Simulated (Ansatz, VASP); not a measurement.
**Rh in VASP and in Ansatz**

Contents of INCAR:

```
SYSTEM = Rh
PREC = Accurate
ENCUT = 520
EDIFF = 1E-6
ISMEAR = 1
SIGMA = 0.02
LREAL = .False.
LASPH = .True.
NELM = 100
ALGO = Fast
ISIF = 2
LWAVE = .False.
LCHARG = .True.
GGA = CA
LELF = .True.
LVHAR = .True.
NBANDS = 22
```

KPOINTS

```
Automatic mesh
0
Gamma
  18 18 12
  0 0 0
```

The input POSCAR:

```
Rh
1.0
    2.5944300901      0.0000000000      0.0000000000
   -1.2972150451      2.3650972278      0.0000000000
    0.0000000000      0.0000000000      4.4284890000
Rh
2
Direct
    0.6666666667      0.3333333333      0.7500000000
    0.3333333333      0.6666666667      0.2500000000
```

Input for Ansatz:

```yaml
crystal:
  lattice:
    - [2.5944300901, 0.0, 0.0]
    - [-1.2972150451, 2.3650972278, 0.0]
    - [0.0, 0.0, 4.428489]
  atoms:
    - { symbol: Rh, position: [0.6666666667, 0.3333333333, 0.75] }
    - { symbol: Rh, position: [0.3333333333, 0.6666666667, 0.25] }
basis:
  ecutwfc: 420
kpoints:
  mp_grid: { grid: [18, 18, 12] }
hamiltonian:
  xc: lda
scf:
  occupations: { method: methfessel_paxton, width: 0.02 }
output:
  forces: true
  stress: true
  eigenvalues: true
```

Change from the starting cell: strain -0.0500 x Voigt [1, 0, 0, 0, 0, 0], atoms carried along.

Alike in both runs: task single point; functional LDA; k mesh 18 × 18 × 12; occupations methfessel-paxton of order 1, width 0.02 eV; no spin polarisation.

|  | VASP | Ansatz |
| --- | --- | --- |
| version | VASP 6.6.1 | Ansatz 0.2.0 |
| potentials or method | VASP PAW LDA potentials, release 64 (Rh_pv), cutoff 520 eV | scalar-relativistic, plane waves, PAW |
| valence electrons in the cell | 30 | 34 |

|  | VASP | Ansatz | Ansatz less VASP |
| --- | --- | --- | --- |
| gap on the k mesh at the Fermi level (eV) | none | none | - |
| pressure (GPa) | -5.3 | -6.3 | -0.94 |
| traceless stress, the component that is largest in VASP (GPa) | 12.39 | 12.34 | -0.046 |
| rms of the force components (eV/Å) | 0.062 | 0.061 | -0.0018 |

LDA's correlation is that of Perdew and Zunger in VASP and of Perdew and Wang (1992) in Ansatz. Atom by atom the forces differ by 0.002 eV/Å (rms over components). A gap of «none» marks a metal or a gap that the smearing closes. VASP's potentials hold 30 valence electrons a cell and Ansatz's 34, so a difference there can come from the potentials and not from the codes.
